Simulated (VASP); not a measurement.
# GeW (Fm-3m) in VASP: further runs

Aim: see how the results for GeW move with the level of theory and the settings. Levels: PBE, PBEsol. Tasks: vibrations by perturbation theory, elastic constants.

All numbers are computed with VASP 6.6.1; they aren't measurements. Logs are shortened: lines on timing, memory, paths and dates and some standing lists are left out, and cuts for length are marked.

## 1. The cell of the first run

It takes space group Fm-3m (No. 225, cubic). The conventional cell has a = 5.155 Å, b = 5.155 Å, c = 5.155 Å, α = 90.00°, β = 90.00°, γ = 90.00°. Within 3.4 Å of Ge (site symmetry m-3m) lie 6 W at 2.58 Å. W (site symmetry m-3m) has 6 Ge at 2.58 Å within 3.4 Å.

## 2. Vibrations by perturbation theory, PBE

INCAR reads:

```
  PREC = Accurate
  ENCUT = 520
  EDIFF = 1E-8
  ISMEAR = -1
  SIGMA = 0.05
  LREAL = False
  LASPH = True
  NELM = 60
  ALGO = Normal
  ISIF = 2
  LWAVE = False
  LCHARG = True
  GGA = PE
  NBANDS = 21
  IBRION = 8
  NSW = 1
```

KPOINTS reads:

```
regular mesh
0
Gamma
  9 9 9
```

POSCAR reads:

```
GeW
1.0
    0.0000000000      2.5776100000      2.5776100000
    2.5776100000      0.0000000000      2.5776100000
    2.5776100000      2.5776100000      0.0000000000
Ge W
1 1
Direct
    0.5000000000      0.5000000000      0.5000000000
    0.0000000000      0.0000000000      0.0000000000
```

Potentials or basis: VASP PAW PBE potentials, release 64 (Ge_d, W_sv).

On the command line:

```sh
> cat potpaw_PBE.64/Ge_d/POTCAR potpaw_PBE.64/W_sv/POTCAR > POTCAR
> mpirun -np 1 vasp_std > vasp.out
```

OUTCAR:

```text
PREC = Accurate
   ENCUT = 520
   EDIFF = 1E-8
   ISMEAR = -1
   LREAL = False
   LASPH = True
   NELM = 60
   ISIF = 2
   GGA = PE
   IBRION = 8
   NSW = 1

 ion  position               nearest neighbor table
   1  0.500  0.500  0.500-   2 2.58   2 2.58   2 2.58   2 2.58   2 2.58   2 2.58
   2  0.000  0.000  0.000-   1 2.58   1 2.58   1 2.58   1 2.58   1 2.58   1 2.58

  LATTYP: Found a face centered cubic cell.
 ALAT       =     5.1552200000

  Lattice vectors:

 A1 = (   0.0000000000,   2.5776100000,   2.5776100000)
 A2 = (   2.5776100000,   0.0000000000,   2.5776100000)
 A3 = (   2.5776100000,   2.5776100000,   0.0000000000)

Analysis of symmetry for initial positions (statically):
=====================================================================
 Subroutine PRICEL returns:
 Original cell was already a primitive cell.

 Routine SETGRP: Setting up the symmetry group for a
 face centered cubic supercell.

 Subroutine GETGRP returns: Found 48 space group operations
 (whereof 48 operations were pure point group operations)
 out of a pool of 48 trial point group operations.

The static configuration has the point symmetry O_h .

Analysis of symmetry for dynamics (positions and initial velocities):
=====================================================================
 Subroutine PRICEL returns:
 Original cell was already a primitive cell.

 Routine SETGRP: Setting up the symmetry group for a
 face centered cubic supercell.

 Subroutine GETGRP returns: Found 48 space group operations
 (whereof 48 operations were pure point group operations)
 out of a pool of 48 trial point group operations.

The dynamic configuration has the point symmetry O_h .

 Subroutine INISYM returns: Found 48 space group operations
 (whereof 48 operations are pure point group operations),
 and found     1 'primitive' translations

----------------------------------------------------------------------------------------

                                     Primitive cell

  volume of cell :      34.2517

  direct lattice vectors                    reciprocal lattice vectors
     0.000000000  2.577610000  2.577610000    -0.193978143  0.193978143  0.193978143
     2.577610000  0.000000000  2.577610000     0.193978143 -0.193978143  0.193978143
     2.577610000  2.577610000  0.000000000     0.193978143  0.193978143 -0.193978143

  length of vectors
     3.645291021  3.645291021  3.645291021     0.335979998  0.335979998  0.335979998

  position of ions in fractional coordinates (direct lattice)
     0.500000000  0.500000000  0.500000000
     0.000000000  0.000000000  0.000000000

  ion indices of the primitive-cell ions
   primitive index   ion index
                 1           1
                 2           2

----------------------------------------------------------------------------------------

 KPOINTS: regular mesh

Automatic generation of k-mesh.
 Grid dimensions read from file:
 generate k-points for:    9    9    9

 Generating k-lattice:

  Cartesian coordinates                     Fractional coordinates (reciprocal lattice)
    -0.021553127  0.021553127  0.021553127     0.111111111  0.000000000  0.000000000
     0.021553127 -0.021553127  0.021553127     0.000000000  0.111111111  0.000000000
     0.021553127  0.021553127 -0.021553127     0.000000000  0.000000000  0.111111111

  Length of vectors
     0.037331111  0.037331111  0.037331111

  Shift w.r.t. Gamma in fractional coordinates (k-lattice)
     0.000000000  0.000000000  0.000000000
[... 70 lines left out ...]
     AMIX     =   0.40;   BMIX     =  1.00
     AMIX_MAG =   1.60;   BMIX_MAG =  1.00
  volume/ion in A,a.u.               =      17.13       115.57
  Fermi-wavevector in a.u.,A,eV,Ry     =   1.530736  2.892672 31.880529  2.343153
  Thomas-Fermi vector in A             =   2.638178
   LORBIT       =      0    0 simple, 1 ext, 2 COOP (PROOUT), +10 PAW based schemes
   GGA     = PE    functional components
   LHFCALC =     F    Hartree Fock is set to
   AEXX    =    0.0000 exact exchange contribution
   IVDW    =     0    specifies the selected vdW correction
   LEPSILON=     F    determine dielectric tensor
   LRPA    =     F    only Hartree local field effects (RPA)
 non-spin polarized calculation
  energy-cutoff  :      520.00
  volume of cell :       34.25
 maximum number of plane-waves:       944
   NGX = 13   NGY = 13   NGZ = 13

--------------------------------------- Ionic step        1  -------------------------------------------

 number of electron      27.9999991 magnetization

 Free energy of the ion-electron system (eV)
  ---------------------------------------------------
  ext. energy  EPLUGINS =         0.00000000
  ---------------------------------------------------
  free energy    TOTEN  =       -15.71624283 eV

  energy without entropy =      -15.69233372  energy(sigma->0) =      -15.70428828

 E-fermi :   9.0580     XC(G=0): -12.4187

 val. band max:        9.0264599505   @ k =  -0.3333   0.3333   0.1111
 cond. band min:       9.0613744164   @ k =   0.3333   0.1111   0.0000
 fundamental gap:      0.0349144659
 Fermi energy:         9.0580233924

 k-point     1 :       0.0000    0.0000    0.0000
  band No.  band energies     occupation
      1     -65.4401      2.00000
      2     -29.6271      2.00000
      3     -29.6271      2.00000
      4     -29.6271      2.00000
      5     -15.3987      2.00000
      6     -15.3987      2.00000
[... 565 lines left out ...]
     20      20.8912      0.00000
     21      23.8871      0.00000

 [... further k-points ...]

------------------------ aborting loop because EDIFF is reached ----------------------------------------

  FORCE on cell =-STRESS in cart. coord.  units (eV):
  Direction    XX          YY          ZZ          XY          YZ          ZX
  --------------------------------------------------------------------------------------
  -------------------------------------------------------------------------------------
  Total        0.0937474      0.0937474      0.0937474     -0.0000000      0.0000000      0.0000000
  in kB        4.3851879      4.3851879      4.3851879     -0.0000000      0.0000000      0.0000000
  external PRESSURE =       4.3851879 kB  Pullay stress =       0.0000000 kB

 VOLUME and BASIS-vectors are now :
 -----------------------------------------------------------------------------
  energy-cutoff  :      520.00
  volume of cell :       34.25
      direct lattice vectors                 reciprocal lattice vectors
     0.000000000  2.577610000  2.577610000    -0.193978143  0.193978143  0.193978143
     2.577610000  0.000000000  2.577610000     0.193978143 -0.193978143  0.193978143
     2.577610000  2.577610000  0.000000000     0.193978143  0.193978143 -0.193978143

 POSITION                                       TOTAL-FORCE (eV/Angst)
 -----------------------------------------------------------------------------------
      2.57761      2.57761      2.57761         0.000000      0.000000      0.000000
      0.00000      0.00000      0.00000        -0.000000     -0.000000     -0.000000
 -----------------------------------------------------------------------------------
    total drift:                                0.000000      0.000000      0.000000

  FREE ENERGIE OF THE ION-ELECTRON SYSTEM (eV)
  ---------------------------------------------------
  free  energy   TOTEN  =       -15.7162428277 eV

  energy  without entropy=      -15.6923337229  energy(sigma->0) =      -15.70428828

[... ionic steps 2 to 3 ...]

--------------------------------------- Ionic step        4  -------------------------------------------

------------------------ aborting loop because EDIFF is reached ----------------------------------------

[... ionic steps 5 to 6 ...]

--------------------------------------- Ionic step        7  -------------------------------------------

 Free energy of the ion-electron system (eV)
  ---------------------------------------------------
  ---------------------------------------------------
  free energy    TOTEN  =        -0.30061310 eV

  energy without entropy =       -0.30061310

------------------------ aborting loop because EDIFF is reached ----------------------------------------

 INTERNAL STRAIN TENSOR  FOR ION    2  DIRECTION 1   (eV/Angst):
 -----------------------------------------------------------------------------
     0.00539  0.00000 -0.00000
     0.00000 -0.00095  0.00000
     0.00000  0.00000 -0.00095

 INTERNAL STRAIN TENSOR FOR ION    2 for displacements in x,y,z  (eV/Angst):
          X           Y           Z          XY          YZ          ZX
  --------------------------------------------------------------------------------
  x     0.00000     0.00000     0.00000     0.00000     0.00000     0.00000
  y     0.00000     0.00000     0.00000     0.00000     0.00000     0.00000
  z     0.00000     0.00000     0.00000     0.00000     0.00000     0.00000

 SECOND DERIVATIVES (NOT SYMMETRIZED)
 ------------------------------------
               1X          1Y          1Z          2X          2Y          2Z
  1X    -9.043975    0.000000    0.000000    9.043975    0.000000    0.000000
  1Y     0.000000   -9.043975    0.000000    0.000000    9.043975    0.000000
  1Z     0.000000    0.000000   -9.043975    0.000000    0.000000    9.043975
  2X     9.096462    0.000000    0.000000   -9.096462    0.000000    0.000000
  2Y     0.000000    9.096462    0.000000    0.000000   -9.096462    0.000000
  2Z     0.000000    0.000000    9.096462    0.000000    0.000000   -9.096462

 Eigenvectors and eigenvalues of the dynamical matrix
 ----------------------------------------------------

   1 f  =    6.521794 THz    40.977639 2PiTHz  217.543626 cm-1    26.971960 meV
             X         Y         Z           dx          dy          dz
      2.577610  2.577610  2.577610     0.845990   -0.000000    0.000000
      0.000000  0.000000  0.000000    -0.533199    0.000000    0.000000
[... 21 lines left out ...]
   6 f/i=    0.008512 THz     0.053482 2PiTHz    0.283927 cm-1     0.035202 meV
             X         Y         Z           dx          dy          dz
      2.577610  2.577610  2.577610     0.000000    0.000000   -0.533199
      0.000000  0.000000  0.000000     0.000000    0.000000   -0.845990

--------------------------------------------------------------------------------------------------------

 ELASTIC MODULI CONTR FROM IONIC RELAXATION (kBar)
 Direction    XX          YY          ZZ          XY          YZ          ZX
 --------------------------------------------------------------------------------
 XX           0.0000      0.0000      0.0000      0.0000      0.0000      0.0000
 YY           0.0000      0.0000      0.0000      0.0000      0.0000      0.0000
 ZZ           0.0000      0.0000      0.0000      0.0000      0.0000      0.0000
 XY           0.0000      0.0000      0.0000      0.0000      0.0000      0.0000
 YZ           0.0000      0.0000      0.0000      0.0000      0.0000      0.0000
 ZX           0.0000      0.0000      0.0000      0.0000      0.0000      0.0000
 --------------------------------------------------------------------------------
```

It took 1.8 min on 1 thread of Intel Xeon 6975P-C (Granite Rapids), shared host; peak memory 0.26 GiB.

What came out:

```yaml
Highest_phonon_frequency_at_Γ: 218 cm⁻¹
```

Phonon frequencies in cm⁻¹ (negative: imaginary):
```csv
q point,frequencies
"(0.000, 0.000, 0.000)",0 0 0 218 218 218
```

Caveat: spin-orbit coupling is left out, which moves the levels of the heavy elements.

(Part 1 of 2 ends here.)
